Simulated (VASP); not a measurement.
# ZnS (P1) in VASP: single point with PBE

Aim: the single point of ZnS with PBE.

Program: VASP 6.6.1. These are calculated values, not measurements. Logs are shortened: lines on timing, memory, paths and dates and some standing lists are left out, and cuts for length are marked.

## (1) The cell of the first run

The typed cell holds 8 atoms: a = 3.845 Å, b = 3.845 Å, c = 12.611 Å, α = 90.00°, β = 90.00°, γ = 120.00°.

## (2) Single point, PBE (atoms displaced along a vibrational mode)

INCAR

```
PREC = Accurate ; ENCUT = 520
EDIFF = 1E-6 ; ISMEAR = 0
SIGMA = 0.05 ; LREAL = False
LASPH = True ; NELM = 60
ALGO = Normal ; ISIF = 2
LWAVE = False ; LCHARG = True
GGA = PE ; LELF = True
LVHAR = True ; NBANDS = 46
```

KPOINTS

```
Automatic mesh
0
Gamma
  12 12 2
```

POSCAR

```
ZnS
1.0
    3.8454929876      0.0000000000      0.0000000000
   -1.9227464938      3.3302946173      0.0000000000
    0.0000000000      0.0000000000     12.6106666232
Zn S
4 4
Direct
    0.3333333333      0.6666666667      0.0026098951
    0.3333333333      0.6666666667      0.5026098951
    0.6521645589      0.3227170537      0.2526098951
    0.6811687744      0.3439496130      0.7526098951
    0.3203844888      0.6571874546      0.1898901049
    0.3462821779      0.6761458788      0.6898901049
    0.6659078410      0.3327778344      0.4398901049
    0.6674254923      0.3338888323      0.9398901049
```

Potentials or basis: VASP PAW PBE potentials, release 64 (Zn, S).

Command:

```
$ cat potpaw_PBE.64/Zn/POTCAR potpaw_PBE.64/S/POTCAR > POTCAR
$ mpirun -np 1 vasp_std > vasp.out
```

OUTCAR:

```text
PREC = Accurate
   ENCUT = 520
   EDIFF = 1E-6
   ISMEAR = 0
   LREAL = False
   LASPH = True
   NELM = 60
   ISIF = 2
   GGA = PE

 ion  position               nearest neighbor table
   1  0.333  0.667  0.003-   8 2.35   8 2.36   8 2.36   5 2.36
   2  0.333  0.667  0.503-   7 2.36   7 2.36   7 2.36   6 2.36
   3  0.652  0.323  0.253-   5 2.35   5 2.36   5 2.36   7 2.36
   4  0.681  0.344  0.753-   6 2.35   6 2.36   6 2.36   8 2.36
   5  0.320  0.657  0.190-   3 2.35   3 2.36   3 2.36   1 2.36
   6  0.346  0.676  0.690-   4 2.35   4 2.36   4 2.36   2 2.36
   7  0.666  0.333  0.440-   2 2.36   2 2.36   2 2.36   3 2.36
   8  0.667  0.334  0.940-   1 2.35   1 2.36   1 2.36   4 2.36

  LATTYP: Found a hexagonal cell.
 ALAT       =     3.8454929876
 C/A-ratio  =     3.2793367883

  Lattice vectors:

 A1 = (   3.8454929876,   0.0000000000,   0.0000000000)
 A2 = (  -1.9227464938,   3.3302946173,   0.0000000000)
 A3 = (   0.0000000000,   0.0000000000,  12.6106666232)

Analysis of symmetry for initial positions (statically):
=====================================================================
 Subroutine PRICEL returns:
 Original cell was already a primitive cell.

 Routine SETGRP: Setting up the symmetry group for a
 hexagonal supercell.

 Subroutine GETGRP returns: Found  1 space group operations
 (whereof  1 operations were pure point group operations)
 out of a pool of 24 trial point group operations.

The static configuration has the point symmetry C_1 .

Analysis of symmetry for dynamics (positions and initial velocities):
=====================================================================
 Subroutine PRICEL returns:
 Original cell was already a primitive cell.

 Routine SETGRP: Setting up the symmetry group for a
 hexagonal supercell.

 Subroutine GETGRP returns: Found  1 space group operations
 (whereof  1 operations were pure point group operations)
 out of a pool of 24 trial point group operations.

The dynamic configuration has the point symmetry C_1 .

 Subroutine INISYM returns: Found  1 space group operations
 (whereof  1 operations are pure point group operations),
 and found     1 'primitive' translations

----------------------------------------------------------------------------------------

                                     Primitive cell

  volume of cell :     161.5001

  direct lattice vectors                    reciprocal lattice vectors
     3.845492988  0.000000000  0.000000000     0.260044682  0.150136867  0.000000000
    -1.922746494  3.330294617  0.000000000     0.000000000  0.300273734  0.000000000
     0.000000000  0.000000000 12.610666623     0.000000000  0.000000000  0.079297949

  length of vectors
     3.845492988  3.845492988 12.610666623     0.300273734  0.300273734  0.079297949

  position of ions in fractional coordinates (direct lattice)
     0.333333333  0.666666667  0.002609895
     0.333333333  0.666666667  0.502609895
     0.652164559  0.322717054  0.252609895
     0.681168774  0.343949613  0.752609895
     0.320384489  0.657187455  0.189890105
     0.346282178  0.676145879  0.689890105
     0.665907841  0.332777834  0.439890105
     0.667425492  0.333888832  0.939890105

  ion indices of the primitive-cell ions
   primitive index   ion index
                 1           1
                 2           2
                 3           3
                 4           4
                 5           5
                 6           6
                 7           7
                 8           8

----------------------------------------------------------------------------------------

 KPOINTS: Automatic mesh

Automatic generation of k-mesh.
 Grid dimensions read from file:
 generate k-points for:   12   12    2

 Generating k-lattice:

  Cartesian coordinates                     Fractional coordinates (reciprocal lattice)
     0.021670390  0.012511406  0.000000000     0.083333333  0.000000000  0.000000000
     0.000000000  0.025022811  0.000000000     0.000000000  0.083333333  0.000000000
     0.000000000  0.000000000  0.039648975     0.000000000  0.000000000  0.500000000

  Length of vectors
     0.025022811  0.025022811  0.039648975

  Shift w.r.t. Gamma in fractional coordinates (k-lattice)
     0.000000000  0.000000000  0.000000000

 Subroutine IBZKPT returns following result:
 ===========================================

 Found    148 irreducible k-points:

 Following reciprocal coordinates:
            Coordinates               Weight
  0.000000  0.000000  0.000000      1.000000
  0.083333 -0.000000  0.000000      2.000000
  0.000000  0.083333  0.000000      2.000000
 -0.083333  0.083333  0.000000      2.000000
  0.166667  0.000000  0.000000      2.000000
  0.000000  0.166667  0.000000      2.000000
[... 16 lines left out ...]
  0.166667  0.083333  0.000000      2.000000
 -0.083333  0.250000  0.000000      2.000000
 [... further k-points ...]
   k-points           NKPTS =    148   k-points in BZ     NKDIM =    148   number of bands    NBANDS=     46
   number of dos      NEDOS =    301   number of ions     NIONS =      8
   total plane-waves  NPLWV =  86400
   dimension x,y,z NGX =    30 NGY =   30 NGZ =   96
   dimension x,y,z NGXF=    60 NGYF=   60 NGZF=  192
   ions per type =               4   4
   NGX,Y,Z   is equivalent  to a cutoff of  12.97, 12.97, 12.66 a.u.
   NGXF,Y,Z  is equivalent  to a cutoff of  25.94, 25.94, 25.31 a.u.
 SYSTEM =  unknown system
   PREC   = accura    normal or accurate (medium, high low for compatibility)
   ISTART =      0    job   : 0-new  1-cont  2-samecut
   ICHARG =      2    charge: 1-file 2-atom 10-const
   ISPIN  =      1    spin polarized calculation?
   LNONCOLLINEAR =      F non collinear calculations
   LSORBIT =      F    spin-orbit coupling
   LASPH  =      T    aspherical Exc in radial PAW
   ENCUT  =  520.0 eV  38.22 Ry    6.18 a.u.   7.15  7.15 23.45*2*pi/ulx,y,z
   NELM   =     60;   NELMIN=  2; NELMDL= -5     # of ELM steps
   EDIFF  = 0.1E-05   stopping-criterion for ELM
   LREAL  =      F    real-space projection
   EDIFFG = 0.1E-04   stopping-criterion for IOM
   NSW    =      0    number of steps for IOM
   IBRION =     -1    ionic relax: 0-MD 1-quasi-New 2-CG
   NFREE  =      0    steps in history (QN), initial steepest desc. (CG)
   ISIF   =      2    stress and relaxation
   ISYM   =      2    0-nonsym 1-usesym 2-fastsym
   POTIM  = 0.5000    time-step for ionic-motion
   TEBEG  =    0.0;   TEEND  =   0.0 temperature during run
   PSTRESS=    0.0 pullay stress
   NELECT =      72.0000    total number of electrons
   NUPDOWN=      -1.0000    fix difference up-down
   EMIN   =  10.00;   EMAX   =-10.00  energy-range for DOS
   EFERMI =   0.00;   METHOD = LEGACY
   ISMEAR =     0;   SIGMA  =   0.05  broadening in eV -4-tet -1-fermi 0-gaus
   EFERMI_NEDOS =   21; number of points for ismear=-14 and -15
   IALGO  =     38    algorithm
   IMIX   =      4    mixing-type and parameters
     AMIX     =   0.40;   BMIX     =  1.00
     AMIX_MAG =   1.60;   BMIX_MAG =  1.00
  volume/ion in A,a.u.               =      20.19       136.23
  Fermi-wavevector in a.u.,A,eV,Ry     =   1.250628  2.363344 21.280464  1.564070
  Thomas-Fermi vector in A             =   2.384613
   LORBIT       =      0    0 simple, 1 ext, 2 COOP (PROOUT), +10 PAW based schemes
   GGA     = PE    functional components
   LHFCALC =     F    Hartree Fock is set to
   AEXX    =    0.0000 exact exchange contribution
   IVDW    =     0    specifies the selected vdW correction
   LEPSILON=     F    determine dielectric tensor
   LRPA    =     F    only Hartree local field effects (RPA)
 non-spin polarized calculation
 Gauss-broadening in eV      SIGMA  =   0.05
  energy-cutoff  :      520.00
  volume of cell :      161.50
 maximum number of plane-waves:      4395
 NGX is ok and might be reduce to    30
   NGX = 15   NGY = 15   NGZ = 47

 number of electron      72.0000011 magnetization

 Free energy of the ion-electron system (eV)
  ---------------------------------------------------
  ext. energy  EPLUGINS =         0.00000000
  ---------------------------------------------------
  free energy    TOTEN  =       -27.38495941 eV

  energy without entropy =      -27.38495941  energy(sigma->0) =      -27.38495941

 E-fermi :   2.1504     XC(G=0):  -9.5160

 val. band max:        1.9122237055   @ k =   0.0000   0.0000   0.0000
 cond. band min:       3.9927320706   @ k =   0.0000   0.0000   0.0000
 fundamental gap:      2.0805083650
 Fermi energy:         2.1504311300

 k-point     1 :       0.0000    0.0000    0.0000
  band No.  band energies     occupation
      1     -11.0940      2.00000
      2     -10.6865      2.00000
      3     -10.6863      2.00000
      4     -10.2049      2.00000
      5      -4.3428      2.00000
      6      -4.3320      2.00000
[... 38 lines left out ...]
     45       8.6866      0.00000
     46       8.6913      0.00000

 k-point     2 :       0.0833   -0.0000    0.0000
  band No.  band energies     occupation
      1     -11.0488      2.00000
      2     -10.6490      2.00000
      3     -10.6488      2.00000
      4     -10.1796      2.00000
      5      -4.3396      2.00000
      6      -4.3302      2.00000
[... 38 lines left out ...]
     45       8.6427      0.00000
     46       8.8718      0.00000

 k-point     3 :       0.0000    0.0833    0.0000
  band No.  band energies     occupation
      1     -11.0488      2.00000
      2     -10.6490      2.00000
      3     -10.6488      2.00000
      4     -10.1796      2.00000
      5      -4.3394      2.00000
      6      -4.3295      2.00000
[... 38 lines left out ...]
     45       8.6403      0.00000
     46       8.8733      0.00000

 k-point     4 :      -0.0833    0.0833    0.0000
  band No.  band energies     occupation
      1     -11.0488      2.00000
      2     -10.6490      2.00000
      3     -10.6488      2.00000
      4     -10.1796      2.00000
      5      -4.3392      2.00000
      6      -4.3283      2.00000
[... 920 lines left out ...]
     45       8.8534      0.00000
     46       9.0562      0.00000

 k-point    23 :       0.1667    0.0833    0.0000
  band No.  band energies     occupation
      1     -10.7996      2.00000
      2     -10.4485      2.00000
      3     -10.4483      2.00000
      4     -10.0533      2.00000
      5      -4.3324      2.00000
      6      -4.3256      2.00000
[... 38 lines left out ...]
     45       8.8991      0.00000
     46       9.0910      0.00000

 k-point    24 :      -0.0833    0.2500    0.0000
  band No.  band energies     occupation
      1     -10.7996      2.00000
      2     -10.4485      2.00000
      3     -10.4483      2.00000
      4     -10.0533      2.00000
      5      -4.3325      2.00000
      6      -4.3255      2.00000
[... 38 lines left out ...]
     45       8.8990      0.00000
     46       9.0925      0.00000

 [... further k-points ...]
[... 5 lines left out ...]
  --------------------------------------------------------------------------------------
  -------------------------------------------------------------------------------------
  Total        0.1281258      0.1291818      0.1238647     -0.0030941      0.0000241      0.0010759
  in kB        1.2710843      1.2815609      1.2288119     -0.0306954      0.0002392      0.0106732
  external PRESSURE =       1.2604857 kB  Pullay stress =       0.0000000 kB

 VOLUME and BASIS-vectors are now :
 -----------------------------------------------------------------------------
  energy-cutoff  :      520.00
  volume of cell :      161.50
      direct lattice vectors                 reciprocal lattice vectors
     3.845492988  0.000000000  0.000000000     0.260044682  0.150136867  0.000000000
    -1.922746494  3.330294617  0.000000000     0.000000000  0.300273734  0.000000000
     0.000000000  0.000000000 12.610666623     0.000000000  0.000000000  0.079297949

 POSITION                                       TOTAL-FORCE (eV/Angst)
 -----------------------------------------------------------------------------------
     -0.00000      2.22020      0.03291         0.000758      0.000218      0.002081
     -0.00000      2.22020      6.33825         0.000330     -0.000210      0.002084
      1.88739      1.07474      3.18558         0.026389      0.025986      0.002493
      1.95810      1.14545      9.49091        -0.027286     -0.025986      0.002506
     -0.03157      2.18863      2.39464         0.012126      0.011576     -0.001997
      0.03157      2.25176      8.69997        -0.010973     -0.011579     -0.001995
      1.92090      1.10825      5.54731         0.000225      0.000896     -0.002575
      1.92460      1.11195     11.85264        -0.001569     -0.000902     -0.002597
 -----------------------------------------------------------------------------------
    total drift:                                0.000007     -0.000002     -0.000256

  FREE ENERGIE OF THE ION-ELECTRON SYSTEM (eV)
  ---------------------------------------------------
  free  energy   TOTEN  =       -27.3849594136 eV

  energy  without entropy=      -27.3849594136  energy(sigma->0) =      -27.38495941
```

Wall time 12 min (1 thread of Oxide Virtual Turin-like, shared host); peak memory 0.81 GiB.

Results:

| Quantity | Value |
| --- | --- |
| Free energy | -27.3850 eV |
| Pressure | 0.1 GPa |
| Largest force | 0.038 eV/Å |
| Band gap on the k mesh | 2.08 eV |

Forces on the atoms (eV/Å):
```
Zn   0.001  0.000  0.002
Zn   0.000  0.000  0.002
Zn   0.026  0.026  0.002
Zn  -0.027 -0.026  0.003
S    0.012  0.012 -0.002
S   -0.011 -0.012 -0.002
S    0.000  0.001 -0.003
S   -0.002 -0.001 -0.003
```

Caveat: the cell differs from its parent crystal (atoms displaced along a vibrational mode). A k mesh can miss the band edges.
